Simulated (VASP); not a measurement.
Set up this calculation in VASP 6.6.1, as the native input.

| Quantity | Value |
| --- | --- |
| Task | relaxation of cell and atoms |
| Functional | PBE |
| Potentials or basis | VASP PAW PBE potentials, release 64 (Hf_pv, Nb_sv, C, N) |
| Cutoff | 600 eV |
| k mesh | 4 × 4 × 6 |
| Occupations | gaussian, width 0.1 eV |
| Spin | no spin polarisation |
| Dipole correction | no |
| Further INCAR settings | ALGO = Normal; EDIFF = 1e-06; IBRION = 2; EDIFFG = -0.04; NSW = 90; ISIF = 3 |

The structure of HfNb2CN2 lies in POSCAR:

```
HfNb2CN2
1.0
    2.7335552100     -4.7328658600      0.0000000000
    2.7335552100      4.7328658600      0.0000000000
    0.0000000000      0.0000000000      3.1013415000
Hf Nb C N
1 2 1 2
Direct
    0.5000000000      0.5000000000      0.0000000000
    0.1669560000      0.8330440000      0.0000000000
    0.8330440000      0.1669560000      0.0000000000
    0.0000000000      0.0000000000      0.5000000000
    0.0000000000      0.5000000000      0.5000000000
    0.5000000000      0.0000000000      0.5000000000
```

The cell was generated, and may not be a known phase.

These files were run (other wordings do the same):

INCAR

```
SYSTEM = HfNb2CN2
ALGO = Normal
EDIFF = 1E-6
EDIFFG = -0.04
ENCUT = 600
GGA = PE
IBRION = 2
ISIF = 3
ISMEAR = 0
LASPH = .True.
LCHARG = .False.
LREAL = .False.
LWAVE = .False.
NELM = 100
NSW = 90
PREC = Accurate
SIGMA = 0.1
```

KPOINTS

```
k-points
0
Gamma
  4 4 6
  0 0 0
```

Potentials or basis: VASP PAW PBE potentials, release 64 (Hf_pv, Nb_sv, C, N).

The run is started by

```sh
$ cat potpaw_PBE.64/Hf_pv/POTCAR potpaw_PBE.64/Nb_sv/POTCAR potpaw_PBE.64/C/POTCAR potpaw_PBE.64/N/POTCAR > POTCAR
$ mpirun -np 1 vasp_std > vasp.out
```

Results of the run:

```yaml
Relaxed_volume: 12.67 Å³/atom
Relaxed_cell: a = 5.631 Å, b = 5.631 Å, c = 2.912 Å, α = 90.00°, β = 90.00°, γ = 124.57°
Space_group_after_relaxing_to_0.1_Å: Cmmm (No. 65)
Energy_gained_by_relaxing: 112.6 meV/atom
Ionic_steps: 12
Pressure_after_relaxing: 0.2 GPa
Largest_force_after_relaxing: 0.017 eV/Å
Band_gap_on_the_k_mesh: zero (bands 25 and 26 overlap by 1.23 eV)
```

Caveat: spin-orbit coupling is left out, which moves the levels of the heavy elements.

Run time: 9 min on 1 thread of AMD EPYC 9R45 96-Core Processor (Zen 5), on a shared host, peak memory 0.28 GiB.
